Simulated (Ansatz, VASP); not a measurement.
## One calculation of YbH3, two programs

```
Yb H
1.0
     0.00000    2.60497    2.60497
     2.60497    0.00000    2.60497
     2.60497    2.60497    0.00000
Yb H
1 3
Direct
  0.00000 0.00000 0.00000
  0.50000 0.50000 0.50000
  0.25000 0.25000 0.25000
  0.75000 0.75000 0.75000
```

Alike in both runs: task single point; functional PBE; k mesh 7 × 7 × 7; occupations fermi-dirac, width 0.05 eV; collinear spin; fixed moment 0.5 μB.

|  | VASP | Ansatz |
| --- | --- | --- |
| version | VASP 6.6.1 | Ansatz 0.2.0 |
| potentials or method | VASP PAW PBE potentials, release 64 (Yb, H) | Ansatz PAW |
| plane-wave cutoff (eV) | 520 | 420 |
| valence electrons in the cell | 27 | 27 |

|  | VASP | Ansatz | Ansatz less VASP |
| --- | --- | --- | --- |
| pressure (GPa) | -5.4 | -5.3 | +0.04 |
| net moment per atom (μB) | 0.13 | 0.13 | 0.000 |

With one functional, cell and mesh, what is left measures potentials, basis and numerics.

Neither program's run includes spin-orbit coupling.
